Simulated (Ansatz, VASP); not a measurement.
One calculation of Na2S, two programs

```
CELL_PARAMETERS angstrom
0.00000 3.27350 3.27350
3.27350 0.00000 3.27350
3.27350 3.27350 0.00000
ATOMIC_POSITIONS crystal
Na 0.25000 0.25000 0.25000
Na 0.75000 0.75000 0.75000
S 0.00000 0.00000 0.00000
```

Alike in both runs: task relaxation of cell and atoms; functional PBEsol; k mesh 12 × 12 × 12; occupations fermi-dirac, width 0.1 eV; no spin polarisation.

|  | VASP | Ansatz |
| --- | --- | --- |
| version | VASP 6.6.1 | Ansatz 0.2.0 |
| potentials or method | VASP PAW PBE potentials, release 64 (Na_pv, S) | PAW with Ansatz's default frozen-core files, scalar-relativistic |
| plane-wave cutoff (eV) | 500 | 420 |
| valence electrons in the cell | 20 | 24 |

|  | VASP | Ansatz | Ansatz less VASP |
| --- | --- | --- | --- |
| relaxed volume (Å³/atom) | 22.95 | 22.90 | -0.049 |
| relaxed cell length with the largest relative difference (Å) | 4.600 | 4.597 | -0.0033 |

VASP's potentials were made for PBE, not for PBEsol. VASP's potentials hold 20 valence electrons a cell and Ansatz's 24, so a difference there can come from the potentials and not from the codes.
